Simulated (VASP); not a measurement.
Wanted: the native input for a VASP 6.6.1 run.

- Task: single point
- Functional: LDA
- Potentials or basis: VASP PAW LDA potentials, release 64 (Ir)
- Cutoff: 500 eV
- k mesh: 15 × 15 × 4
- Occupations: fermi-dirac, width 0.1 eV
- Spin: no spin polarisation
- Dipole correction: no
- Further INCAR settings: ALGO = Normal; EDIFF = 1e-06; NBANDS = 26

The structure of Ir lies in POSCAR:

```
Ir
1.0
    2.6969985477      0.0000000000      0.0000000000
   -1.3484992739      2.3356692563      0.0000000000
    0.0000000000      0.0000000000      8.8111811327
Ir
4
Direct
    1.0000000000      1.0000000000      1.0000000000
    1.0000000000      1.0000000000      0.5000000000
    0.3333333333      0.6666666667      0.2500000000
    0.6666666667      0.3333333333      0.7500000000
```

This isn't the form of Ir at room conditions, which is fcc.

These files were run (other wordings do the same):

INCAR

```
SYSTEM = Ir
  PREC = Accurate
  ENCUT = 500
  EDIFF = 1E-6
  ISMEAR = -1
  SIGMA = 0.1
  LREAL = .False.
  LASPH = .True.
  NELM = 120
  ALGO = Normal
  ISIF = 2
  LWAVE = .False.
  LCHARG = .False.
  NBANDS = 26
  GGA_COMPAT = .False.
```

KPOINTS

```
Automatic mesh
0
Gamma
  15 15 4
  0 0 0
```

Potentials or basis: VASP PAW LDA potentials, release 64 (Ir).

Run with:

```bash
$ cat potpaw_LDA.64/Ir/POTCAR > POTCAR
$ mpirun -np 1 vasp_std > vasp.out
```

It gave:

```json
{"Pressure": "2.4 GPa", "Band gap on the k mesh": "zero (bands 18 and 19 overlap by 2.62 eV)"}
```

Caveat: spin-orbit coupling is left out, which moves the levels of the heavy elements.

Wall time 34 s on 1 thread of Intel(R) Xeon(R) 6975P-C (Granite Rapids), with other jobs on the host, peak memory 0.2 GiB.
